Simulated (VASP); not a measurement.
Set up this calculation in VASP 6.6.1, as the native input.

```
Task                   : single point
Functional             : PBE
Potentials or basis    : VASP PAW PBE potentials, release 64 (Rb_sv)
Cutoff                 : 520 eV
k mesh                 : 7 × 7 × 7
Occupations            : fermi-dirac, width 0.08 eV
Spin                   : no spin polarisation
Dipole correction      : no
Further INCAR settings : ALGO = Normal; EDIFF = 1e-07; NBANDS = 16
```

The structure of Rb lies in POSCAR:

```
Rb
1.0
    0.0000000000      4.7301967307      4.7301967307
    4.7301967307      0.0000000000      4.7301967307
    4.7301967307      4.7301967307      0.0000000000
Rb
2
Direct
   -0.1250000000     -0.1250000000     -0.1250000000
    0.1250000000      0.1250000000      0.1250000000
```

This isn't the form of Rb at room conditions, which is bcc.

The input as run:

INCAR

```
SYSTEM = Rb
PREC     = Accurate       ! precision mode
ENCUT    = 520            ! plane-wave cutoff, eV
EDIFF    = 1E-7           ! SCF threshold, eV
ISMEAR   = -1             ! smearing method
SIGMA    = 0.08           ! smearing width, eV
LREAL    = .False.        ! projectors in reciprocal space
LASPH    = .True.         ! aspherical terms in the spheres
NELM     = 80             ! most SCF steps
ALGO     = Normal         ! electronic algorithm
ISIF     = 2              ! what is computed and relaxed
LWAVE    = .False.        ! write WAVECAR
LCHARG   = .True.         ! write CHGCAR
GGA      = PE             ! functional
LELF     = .True.         ! ELF
LVHAR    = .True.       
NBANDS   = 16             ! bands
```

KPOINTS

```
regular mesh
0
Gamma
  7 7 7
  0 0 0
```

Potentials or basis: VASP PAW PBE potentials, release 64 (Rb_sv).

Command:

```bash
$ cat potpaw_PBE.64/Rb_sv/POTCAR > POTCAR
$ mpirun -np 1 vasp_std > vasp.out
```

Results of the run:

```yaml
Pressure: 0.4 GPa
Band_gap_on_the_k_mesh: zero (bands 9 and 10 overlap by 0.12 eV)
```

It took 55 s on 1 thread of Intel(R) Xeon(R) 6975P-C (Granite Rapids), with other jobs on the host, peak memory 0.34 GiB.
